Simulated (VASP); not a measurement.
# NbH (I4/mmm) in VASP: single point with r2SCAN

Aim: the single point of NbH with r2SCAN.

Program: VASP 6.6.1. These are calculated values, not measurements. Logs are shortened: lines on timing, memory, paths and dates and some standing lists are left out, and cuts for length are marked.

**1. The cell of the first run**

The structure is tetragonal, space group I4/mmm (No. 139). Conventional cell: a = 3.211 Å, b = 3.211 Å, c = 3.910 Å, α = 90.00°, β = 90.00°, γ = 90.00°. Nb (site symmetry 4/mmm) has 6 H at 1.95 to 2.27 Å within 2.6 Å. H (site symmetry 4/mmm) has 6 Nb at 1.95 to 2.27 Å within 2.6 Å.

**2. Single point, r2SCAN**

File POSCAR:

```
NbH
1.0
   -1.6056847871      1.6056847871      1.9549246839
    1.6056847871     -1.6056847871      1.9549246839
    1.6056847871      1.6056847871     -1.9549246839
Nb H
1 1
Direct
    0.0000000000      0.0000000000      0.0000000000
    0.5000000000      0.5000000000      0.0000000000
```

File INCAR.step1:

```
PREC     = Accurate       # precision mode
ENCUT    = 520            # plane-wave cutoff, eV
ISMEAR   = 1              # smearing method
SIGMA    = 0.05           # smearing width, eV
LREAL    = F              # projectors in reciprocal space
LASPH    = T              # aspherical terms in the spheres
NELM     = 100            # most SCF steps
NBANDS   = 14             # bands
GGA      = PE             # functional
ALGO     = Normal         # electronic algorithm
EDIFF    = 1E-4           # SCF threshold, eV
LWAVE    = T              # write WAVECAR
LCHARG   = F              # write CHGCAR
```

File INCAR.step2:

```
PREC     = Accurate       # precision mode
ENCUT    = 520            # plane-wave cutoff, eV
EDIFF    = 1E-7           # SCF threshold, eV
ISMEAR   = 1              # smearing method
SIGMA    = 0.05           # smearing width, eV
LREAL    = F              # projectors in reciprocal space
LASPH    = T              # aspherical terms in the spheres
NELM     = 100            # most SCF steps
ALGO     = Normal         # electronic algorithm
ISIF     = 2              # what is computed and relaxed
LWAVE    = F              # write WAVECAR
LCHARG   = F              # write CHGCAR
METAGGA  = R2SCAN         # meta-GGA
LMIXTAU  = T            
NBANDS   = 14             # bands
ISTART   = 1
```

File KPOINTS:

```
regular mesh
0
Gamma
  20 20 20
```

Potentials or basis: VASP PAW PBE potentials, release 64 (Nb_sv, H).

Started as:

```console
> cat potpaw_PBE.64/Nb_sv/POTCAR potpaw_PBE.64/H/POTCAR > POTCAR
> cp INCAR.step1 INCAR
> mpirun -np 1 vasp_std > vasp.out
> cp INCAR.step2 INCAR
> mpirun -np 1 vasp_std > vasp.out
```

OUTCAR:

```text
PREC = Accurate
   ENCUT = 520
   EDIFF = 1E-7
   ISMEAR = 1
   LREAL = F
   LASPH = T
   NELM = 100
   ISIF = 2
   METAGGA = R2SCAN
   ISTART = 1

 ion  position               nearest neighbor table
   1  0.000  0.000  0.000-   2 1.95   2 1.95
   2  0.500  0.500  0.000-   1 1.95   1 1.95

  LATTYP: Found a body centered tetragonal cell.
 ALAT       =     3.2113695742
 C/A-ratio  =     1.2175021521

  Lattice vectors:

 A1 = (  -1.6056847871,   1.6056847871,   1.9549246839)
 A2 = (   1.6056847871,  -1.6056847871,   1.9549246839)
 A3 = (   1.6056847871,   1.6056847871,  -1.9549246839)

Analysis of symmetry for initial positions (statically):
=====================================================================
 Subroutine PRICEL returns:
 Original cell was already a primitive cell.

 Routine SETGRP: Setting up the symmetry group for a
 body centered tetragonal supercell.

 Subroutine GETGRP returns: Found 16 space group operations
 (whereof 16 operations were pure point group operations)
 out of a pool of 16 trial point group operations.

The static configuration has the point symmetry D_4h.

Analysis of symmetry for dynamics (positions and initial velocities):
=====================================================================
 Subroutine PRICEL returns:
 Original cell was already a primitive cell.

 Routine SETGRP: Setting up the symmetry group for a
 body centered tetragonal supercell.

 Subroutine GETGRP returns: Found 16 space group operations
 (whereof 16 operations were pure point group operations)
 out of a pool of 16 trial point group operations.

The dynamic configuration has the point symmetry D_4h.

 Subroutine INISYM returns: Found 16 space group operations
 (whereof 16 operations are pure point group operations),
 and found     1 'primitive' translations

----------------------------------------------------------------------------------------

                                     Primitive cell

  volume of cell :      20.1609

  direct lattice vectors                    reciprocal lattice vectors
    -1.605684787  1.605684787  1.954924684     0.000000000  0.311393621  0.255764329
     1.605684787 -1.605684787  1.954924684     0.311393621  0.000000000  0.255764329
     1.605684787  1.605684787 -1.954924684     0.311393621  0.311393621  0.000000000

  length of vectors
     2.996360758  2.996360758  2.996360758     0.402965730  0.402965730  0.440377082

  position of ions in fractional coordinates (direct lattice)
     0.000000000  0.000000000  0.000000000
     0.500000000  0.500000000  0.000000000

  ion indices of the primitive-cell ions
   primitive index   ion index
                 1           1
                 2           2

----------------------------------------------------------------------------------------

 KPOINTS: regular mesh

Automatic generation of k-mesh.
 Grid dimensions read from file:
 generate k-points for:   20   20   20

 Generating k-lattice:

  Cartesian coordinates                     Fractional coordinates (reciprocal lattice)
     0.000000000  0.015569681  0.012788216     0.050000000 -0.000000000  0.000000000
     0.015569681  0.000000000  0.012788216    -0.000000000  0.050000000  0.000000000
     0.015569681  0.015569681  0.000000000     0.000000000  0.000000000  0.050000000

  Length of vectors
     0.020148286  0.020148286  0.022018854

  Shift w.r.t. Gamma in fractional coordinates (k-lattice)
     0.000000000  0.000000000  0.000000000

 Subroutine IBZKPT returns following result:
 ===========================================

 Found    641 irreducible k-points:

 Following reciprocal coordinates:
            Coordinates               Weight
  0.000000  0.000000  0.000000      1.000000
  0.050000 -0.000000  0.000000      8.000000
  0.100000 -0.000000  0.000000      8.000000
  0.150000 -0.000000  0.000000      8.000000
  0.200000 -0.000000  0.000000      8.000000
  0.250000 -0.000000  0.000000      8.000000
[... 16 lines left out ...]
 -0.400000  0.050000 -0.000000     16.000000
 -0.350000  0.050000 -0.000000     16.000000
 [... further k-points ...]
   k-points           NKPTS =    641   k-points in BZ     NKDIM =    641   number of bands    NBANDS=     14
   number of dos      NEDOS =    301   number of ions     NIONS =      2
   total plane-waves  NPLWV =  13824
   dimension x,y,z NGX =    24 NGY =   24 NGZ =   24
   dimension x,y,z NGXF=    48 NGYF=   48 NGZF=   48
   ions per type =               1   1
   NGX,Y,Z   is equivalent  to a cutoff of  13.32, 13.32, 13.32 a.u.
   NGXF,Y,Z  is equivalent  to a cutoff of  26.63, 26.63, 26.63 a.u.
 SYSTEM =  unknown system
   PREC   = accura    normal or accurate (medium, high low for compatibility)
   ISTART =      1    job   : 0-new  1-cont  2-samecut
   ICHARG =      0    charge: 1-file 2-atom 10-const
   ISPIN  =      1    spin polarized calculation?
   LNONCOLLINEAR =      F non collinear calculations
   LSORBIT =      F    spin-orbit coupling
   LASPH  =      T    aspherical Exc in radial PAW
   ENCUT  =  520.0 eV  38.22 Ry    6.18 a.u.   5.57  5.57  5.57*2*pi/ulx,y,z
   NELM   =    100;   NELMIN=  2; NELMDL=  0     # of ELM steps
   EDIFF  = 0.1E-06   stopping-criterion for ELM
   LREAL  =      F    real-space projection
   EDIFFG = 0.1E-05   stopping-criterion for IOM
   NSW    =      0    number of steps for IOM
   IBRION =     -1    ionic relax: 0-MD 1-quasi-New 2-CG
   NFREE  =      0    steps in history (QN), initial steepest desc. (CG)
   ISIF   =      2    stress and relaxation
   ISYM   =      2    0-nonsym 1-usesym 2-fastsym
   POTIM  = 0.5000    time-step for ionic-motion
   TEBEG  =    0.0;   TEEND  =   0.0 temperature during run
   PSTRESS=    0.0 pullay stress
   NELECT =      14.0000    total number of electrons
   NUPDOWN=      -1.0000    fix difference up-down
   EMIN   =  10.00;   EMAX   =-10.00  energy-range for DOS
   EFERMI =   0.00;   METHOD = LEGACY
   ISMEAR =     1;   SIGMA  =   0.05  broadening in eV -4-tet -1-fermi 0-gaus
   EFERMI_NEDOS =   21; number of points for ismear=-14 and -15
   IALGO  =     38    algorithm
   IMIX   =      4    mixing-type and parameters
     AMIX     =   0.40;   BMIX     =  1.00
     AMIX_MAG =   1.60;   BMIX_MAG =  1.00
  volume/ion in A,a.u.               =      10.08        68.03
  Fermi-wavevector in a.u.,A,eV,Ry     =   1.449708  2.739552 28.594743  2.101654
  Thomas-Fermi vector in A             =   2.567404
   LORBIT       =      0    0 simple, 1 ext, 2 COOP (PROOUT), +10 PAW based schemes
   METAGGA = R2SCAN    functional components
   LHFCALC =     F    Hartree Fock is set to
   AEXX    =    0.0000 exact exchange contribution
   IVDW    =     0    specifies the selected vdW correction
   LEPSILON=     F    determine dielectric tensor
   LRPA    =     F    only Hartree local field effects (RPA)
 non-spin polarized calculation
 Methfessel and Paxton  Order N= 1 SIGMA  =   0.05
  energy-cutoff  :      520.00
  volume of cell :       20.16
 maximum number of plane-waves:       557
   NGX = 11   NGY = 11   NGZ = 11

 number of electron      13.9999999 magnetization

 Free energy of the ion-electron system (eV)
  ---------------------------------------------------
  ext. energy  EPLUGINS =         0.00000000
  ---------------------------------------------------
  free energy    TOTEN  =       -28.64587003 eV

  energy without entropy =      -28.64585359  energy(sigma->0) =      -28.64586455

 E-fermi :  11.3802     XC(G=0): -13.5402

 val. band max:       11.3774412987   @ k =  -0.1000   0.3500   0.1000
 cond. band min:      11.3870810843   @ k =  -0.1500  -0.3500   0.1000
 fundamental gap:      0.0096397856
 Fermi energy:        11.3802003625

 k-point     1 :       0.0000    0.0000    0.0000
  band No.  band energies     occupation
      1     -45.7187      2.00000
      2     -20.5297      2.00000
      3     -20.4976      2.00000
      4     -20.4976      2.00000
      5       1.0048      2.00000
      6      10.4379      2.00000
      7      10.4379      2.00000
      8      12.1652     -0.00000
      9      12.2840     -0.00000
     10      13.3612      0.00000
     11      21.9122      0.00000
     12      23.0942      0.00000
     13      24.2230      0.00000
     14      24.2230      0.00000

 k-point     2 :       0.0500   -0.0000    0.0000
  band No.  band energies     occupation
      1     -45.7145      2.00000
      2     -20.5491      2.00000
      3     -20.5084      2.00000
      4     -20.5036      2.00000
      5       1.0888      2.00000
      6      10.4187      2.00000
      7      10.4718      2.00000
      8      12.1326     -0.00000
      9      12.2633     -0.00000
     10      13.3095      0.00000
     11      21.4717      0.00000
     12      23.2753      0.00000
     13      24.3919      0.00000
     14      24.5886      0.00000

 k-point     3 :       0.1000   -0.0000    0.0000
  band No.  band energies     occupation
      1     -45.7025      2.00000
      2     -20.6280      2.00000
      3     -20.5209      2.00000
      4     -20.5164      2.00000
      5       1.3352      2.00000
      6      10.3316      2.00000
      7      10.5444      2.00000
      8      12.0546     -0.00000
      9      12.2414     -0.00000
     10      13.2035      0.00000
     11      20.5685      0.00000
     12      23.7754      0.00000
     13      24.8829      0.00000
     14      25.3803      0.00000
[... 324 lines left out ...]
 k-point    23 :      -0.4000    0.0500   -0.0000
  band No.  band energies     occupation
      1     -45.5694      2.00000
      2     -21.4755      2.00000
      3     -20.7098      2.00000
      4     -20.5626      2.00000
      5       4.5946      2.00000
      6       7.6985      2.00000
      7       9.7393      2.00000
      8      11.7417     -0.00000
      9      14.4254      0.00000
     10      14.8000      0.00000
     11      17.9826      0.00000
     12      22.7168      0.00000
     13      28.5245      0.00000
     14      29.7182      0.00000

 k-point    24 :      -0.3500    0.0500   -0.0000
  band No.  band energies     occupation
      1     -45.5907      2.00000
      2     -21.3451      2.00000
      3     -20.6782      2.00000
      4     -20.5596      2.00000
      5       3.9092      2.00000
      6       8.2618      2.00000
      7       9.9035      2.00000
      8      11.8193     -0.00000
      9      14.0187      0.00000
     10      14.2196      0.00000
     11      17.8951      0.00000
     12      24.0234      0.00000
     13      29.1585      0.00000
     14      29.7139      0.00000

 [... further k-points ...]

------------------------ aborting loop because EDIFF is reached ----------------------------------------

  FORCE on cell =-STRESS in cart. coord.  units (eV):
  Direction    XX          YY          ZZ          XY          YZ          ZX
  --------------------------------------------------------------------------------------
  -------------------------------------------------------------------------------------
  Total       -0.0474737     -0.0474737     -0.0143764      0.0000000      0.0000000     -0.0000000
  in kB       -3.7727087     -3.7727087     -1.1424830      0.0000000      0.0000000     -0.0000000
  external PRESSURE =      -2.8959668 kB  Pullay stress =       0.0000000 kB

 VOLUME and BASIS-vectors are now :
 -----------------------------------------------------------------------------
  energy-cutoff  :      520.00
  volume of cell :       20.16
      direct lattice vectors                 reciprocal lattice vectors
    -1.605684787  1.605684787  1.954924684     0.000000000  0.311393621  0.255764329
     1.605684787 -1.605684787  1.954924684     0.311393621  0.000000000  0.255764329
     1.605684787  1.605684787 -1.954924684     0.311393621  0.311393621  0.000000000

 POSITION                                       TOTAL-FORCE (eV/Angst)
 -----------------------------------------------------------------------------------
      0.00000      0.00000      0.00000        -0.000000      0.000000     -0.000000
      0.00000      0.00000      1.95492         0.000000     -0.000000      0.000000
 -----------------------------------------------------------------------------------
    total drift:                               -0.000000      0.000000      0.000000

  FREE ENERGIE OF THE ION-ELECTRON SYSTEM (eV)
  ---------------------------------------------------
  free  energy   TOTEN  =       -28.6458700271 eV

  energy  without entropy=      -28.6458535853  energy(sigma->0) =      -28.64586455
```

It took 7.2 min on 1 thread of Intel Xeon Platinum 8259CL at 2.50GHz (Skylake/Cascade Lake), shared host; peak memory 0.29 GiB.

What came out:

- Free energy: -28.6459 eV
- Pressure: -0.3 GPa
- Band gap on the k mesh: zero (bands 7 and 8 overlap by 4.54 eV)

Caveat: the PAW data sets were made with another functional, which shifts forces and pressure a little.
